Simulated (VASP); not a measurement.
Input of a VASP 6.6.1 run:

The input INCAR:

```
ALGO     = Fast           # electronic algorithm
EDIFF    = 1E-6           # SCF threshold, eV
ENCUT    = 520            # plane-wave cutoff, eV
GGA      = PS             # functional
ISIF     = 2              # what is computed and relaxed
ISMEAR   = 0              # smearing method
LASPH    = T              # aspherical terms in the spheres
LCHARG   = T              # write CHGCAR
LELF     = T              # ELF
LREAL    = F              # projectors in reciprocal space
LVHAR    = T            
LWAVE    = F              # write WAVECAR
NBANDS   = 17             # bands
NELM     = 60             # most SCF steps
PREC     = Accurate       # precision mode
SIGMA    = 0.15           # smearing width, eV
```

Contents of KPOINTS:

```
k-points
0
Gamma
  18 18 10
```

Contents of POSCAR:

```
Pt
1.0
    2.9160000000      0.0000000000      0.0000000000
   -1.4580000000      2.5253300774      0.0000000000
    0.0000000000      0.0000000000      4.5500000000
Pt
2
Direct
    0.6666666667      0.3333333333      0.7500000000
    0.3333333333      0.6666666667      0.2500000000
```

Potentials or basis: VASP PAW PBE potentials, release 64 (Pt).

Command:

```bash
$ cat potpaw_PBE.64/Pt/POTCAR > POTCAR
$ mpirun -np 1 vasp_std > vasp.out
```

(1) Estimate the pressure.

(2) Predict the band gap on the k mesh.

Results:

(1) -21.3 GPa.

(2) zero (bands 10 and 11 overlap by 1.06 eV).

Caveat: the cell stands under tension; the PAW data sets were made with another functional, which shifts forces and pressure a little; spin-orbit coupling is left out, which moves the levels of the heavy elements.
